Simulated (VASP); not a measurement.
Write the native input for VASP 6.6.1 that does the following.

```
Task                   : single point
Functional             : PBE
Potentials or basis    : VASP PAW PBE potentials, release 64 (Mo_sv, Se)
Cutoff                 : 520 eV
k mesh                 : 12 × 12 × 12
Occupations            : gaussian, width 0.1 eV
Spin                   : collinear spin
Starting moments       : [2.0, 0.0] μB
Hubbard terms          : Mo d U = 4.38 eV
Dipole correction      : no
Further INCAR settings : ALGO = Normal; EDIFF = 1e-06; NBANDS = 21
```

The structure of MoSe lies in POSCAR:

```
MoSe
1.0
    3.5333486654      0.0000000000      0.0000000000
    0.0000000000      3.5333486654      0.0000000000
    0.0000000000      0.0000000000      3.5333486654
Mo Se
1 1
Direct
    0.0000000000      0.0000000000      0.0000000000
    0.5000000000      0.5000000000      0.5000000000
```

These files were run (other wordings do the same):

INCAR

```
PREC = Accurate
ENCUT = 520
EDIFF = 1E-6
ISMEAR = 0
SIGMA = 0.1
LREAL = F
LASPH = T
NELM = 150
ALGO = Normal
ISIF = 2
LWAVE = F
LCHARG = F
ISPIN = 2
MAGMOM = 2 0
LORBIT = 11
LMAXMIX = 4
LDAU = T
LDAUTYPE = 2
LDAUL = 2 -1
LDAUU = 4.38 0
LDAUJ = 0 0
LDAUPRINT = 1
GGA = PE
NBANDS = 21
```

KPOINTS

```
regular mesh
0
Gamma
  12 12 12
```

Potentials or basis: VASP PAW PBE potentials, release 64 (Mo_sv, Se).

Command:

```bash
$ cat potpaw_PBE.64/Mo_sv/POTCAR potpaw_PBE.64/Se/POTCAR > POTCAR
$ mpirun -np 1 vasp_std > vasp.out
```

Results of the run:

The pressure is -2.5 GPa and the band gap on the k mesh is zero (filled and empty bands overlap). The net moment is 4.00 μB per cell, the site moments are Mo +3.73; Se -0.26 μB and the valence electrons inside the program's atomic spheres are Mo 12.13; Se 3.77.

Run time: 22 min on 1 thread of Intel Xeon 8259CL, on a shared host, peak memory 0.27 GiB.
